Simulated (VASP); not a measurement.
## P: relaxation of cell and atoms with PBE

Crystal: P.

```
P
1.0
     2.38991    0.00000    0.00000
     0.00000    2.38991    0.00000
     0.00000    0.00000    2.38991
P
1
Direct
  0.00000 0.00000 0.00000
```

| Quantity | Value |
| --- | --- |
| Program | VASP 6.6.1 |
| Task | relaxation of cell and atoms |
| Functional | PBE |
| Potentials or basis | VASP PAW PBE potentials, release 64 (P) |
| Cutoff | 600 eV |
| k mesh | 16 × 16 × 16 |
| Occupations | fermi-dirac, width 0.05 eV |
| Spin | no spin polarisation |
| Target pressure | 15 GPa |
| Dipole correction | no |
| Further INCAR settings | ALGO = Normal; EDIFF = 1e-06; IBRION = 2; EDIFFG = -0.005; NSW = 60; ISIF = 3 |

* Relaxed volume: 13.12 Å³/atom
* Relaxed cell: a = 2.358 Å, b = 2.358 Å, c = 2.358 Å, α = 90.00°, β = 90.00°, γ = 90.00°
* Space group after relaxing (to 0.05 Å): Pm-3m (No. 221)
* Energy change on relaxing (the enthalpy is what falls): +38.3 meV/atom
* Ionic steps: 3
* Pressure after relaxing: 14.9 GPa

Step by step:
```tsv
step	energy change (eV)	largest force (eV/Å)	pressure (GPa)	volume (Å³)
1	0.0000	0.0000	8.49	13.65
2	0.1015	0.0000	23.07	12.58
3	0.0383	0.0000	14.94	13.12
```

Final structure:
```yaml
crystal:
  lattice:
    - [2.35847, 0.00000, 0.00000]
    - [0.00000, 2.35847, 0.00000]
    - [0.00000, 0.00000, 2.35847]
  atoms:
    - { symbol: P, position: [0.00000, 0.00000, 0.00000] }
```

Levels at points of the mesh, in eV from the Fermi level:
| k point | band 1 | band 2 | band 3 | band 4 | band 5 | band 6 |
| --- | --- | --- | --- | --- | --- | --- |
| (0.00, 0.00, 0.00) | -17.80 | 5.42 | 5.42 | 5.42 | 6.45 | 6.45 |
| (0.50, 0.00, 0.00) | -12.92 | -9.80 | 8.71 | 8.71 | 9.25 | 14.61 |
| (0.50, 0.50, 0.00) | -7.56 | -5.99 | -5.99 | 0.13 | 11.80 | 17.40 |
| (0.50, 0.50, 0.50) | -2.49 | -2.49 | -2.49 | -0.57 | 4.12 | 4.12 |

Wall time 13 s on 1 thread of Intel(R) Xeon(R) Platinum 8488C (Sapphire Rapids) (shared host), peak memory 0.12 GiB.

Caveat: the cell is relaxed towards a set pressure, so the enthalpy falls and the energy may rise.
